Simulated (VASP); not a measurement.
Write the native input for VASP 6.6.1 that does the following.

```
Task                   : single point
Functional             : r2SCAN
Potentials or basis    : VASP PAW PBE potentials, release 64 (Sb)
Cutoff                 : 520 eV
k mesh                 : 16 × 16 × 16
Occupations            : gaussian, width 0.15 eV
Spin                   : no spin polarisation
Dipole correction      : no
Further INCAR settings : ALGO = Normal; EDIFF = 1e-06; NBANDS = 8
```

Sb:

```
CELL_PARAMETERS angstrom
3.03360 0.00000 0.00000
0.00000 3.03360 0.00000
0.00000 0.00000 3.28640
ATOMIC_POSITIONS crystal
Sb 0.00000 0.00000 0.00000
```

This cell differs from its parent crystal: strain -0.040 along x and y, +0.040 along z.

The input as run:

POSCAR

```
Sb
1.0
    3.0336000000      0.0000000000      0.0000000000
    0.0000000000      3.0336000000      0.0000000000
    0.0000000000      0.0000000000      3.2864000000
Sb
1
Direct
    0.0000000000      0.0000000000      0.0000000000
```

INCAR.step1

```
SYSTEM = Sb
PREC     = Accurate       ! precision mode
ENCUT    = 520            ! plane-wave cutoff, eV
ISMEAR   = 0              ! smearing method
SIGMA    = 0.15           ! smearing width, eV
LREAL    = .False.        ! projectors in reciprocal space
LASPH    = .True.         ! aspherical terms in the spheres
NELM     = 100            ! most SCF steps
NBANDS   = 8              ! bands
GGA      = PE             ! functional
ALGO     = Normal         ! electronic algorithm
EDIFF    = 1E-4           ! SCF threshold, eV
LWAVE    = .True.         ! write WAVECAR
LCHARG   = .False.        ! write CHGCAR
```

INCAR.step2

```
SYSTEM = Sb
PREC     = Accurate       ! precision mode
ENCUT    = 520            ! plane-wave cutoff, eV
EDIFF    = 1E-6           ! SCF threshold, eV
ISMEAR   = 0              ! smearing method
SIGMA    = 0.15           ! smearing width, eV
LREAL    = .False.        ! projectors in reciprocal space
LASPH    = .True.         ! aspherical terms in the spheres
NELM     = 100            ! most SCF steps
ALGO     = Normal         ! electronic algorithm
ISIF     = 2              ! what is computed and relaxed
LWAVE    = .False.        ! write WAVECAR
LCHARG   = .False.        ! write CHGCAR
METAGGA  = R2SCAN         ! meta-GGA
LMIXTAU  = .True.       
NBANDS   = 8              ! bands
ISTART   = 1
```

KPOINTS

```
regular mesh
0
Gamma
  16 16 16
  0 0 0
```

Potentials or basis: VASP PAW PBE potentials, release 64 (Sb).

Command:

```console
$ cat potpaw_PBE.64/Sb/POTCAR > POTCAR
$ cp INCAR.step1 INCAR
$ mpirun -np 1 vasp_std > vasp.out
$ cp INCAR.step2 INCAR
$ mpirun -np 1 vasp_std > vasp.out
```

It gave:

- Pressure: -0.8 GPa

Caveat: the cell differs from its parent crystal (strain -0.040 along x and y, +0.040 along z); the PAW data sets were made with another functional, which shifts forces and pressure a little.

Wall time 110 s on 1 thread of Intel(R) Xeon(R) Platinum 8259CL CPU @ 2.50GHz (Skylake/Cascade Lake) (shared host), peak memory 0.21 GiB.
